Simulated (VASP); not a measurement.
CuO: single point with LDA

Crystal: CuO.

```
CELL_PARAMETERS angstrom
4.16094 0.00000 0.00000
0.00000 4.16094 0.00000
0.00000 0.00000 3.88764
ATOMIC_POSITIONS crystal
Cu 0.50000 0.00000 0.50000
Cu 0.00000 0.50000 0.50000
Cu 0.00000 0.00000 0.00000
O 0.00000 0.00000 0.50000
O 0.50000 0.00000 0.00000
O 0.00000 0.50000 0.00000
```

| Property | Result |
| --- | --- |
| Program | VASP 6.6.1 |
| Task | single point |
| Functional | LDA |
| Potentials or basis | VASP PAW LDA potentials, release 64 (Cu, O) |
| Cutoff | 520 eV |
| k mesh | 7 × 7 × 7 |
| Occupations | fermi-dirac, width 0.05 eV |
| Spin | no spin polarisation |
| Dipole correction | no |
| Further INCAR settings | ALGO = Normal; EDIFF = 1e-06; NBANDS = 34 |

```yaml
Pressure: -10.8 GPa
```

Stress tensor (GPa, compression positive):
```
 -8.70   0.00   0.00
  0.00  -8.70   0.00
  0.00   0.00 -15.04
```

Levels at points of the mesh, in eV from the Fermi level:
| k point | band 22 | band 23 | band 24 | band 25 | band 26 | band 27 | band 28 | band 29 | band 30 | band 31 |
| --- | --- | --- | --- | --- | --- | --- | --- | --- | --- | --- |
| (0.00, 0.00, 0.00) | -1.75 | -1.55 | -1.52 | -1.43 | -1.43 | -1.42 | 1.29 | 5.98 | 7.45 | 8.73 |

Wall time 72 s on 1 thread of AMD EPYC 9R45 96-Core Processor (Zen 5), with other jobs on the host, peak memory 0.17 GiB.

Caveat: an odd number of electrons without spin polarisation forces a metal; a magnetic or distorted state may lie lower; semilocal functionals often make such compounds metallic where correlation or magnetic order opens a gap, which also shifts bond lengths. With open d or f shells a metallic result of LDA can be an artefact of self-interaction; +U or a hybrid may open a gap.
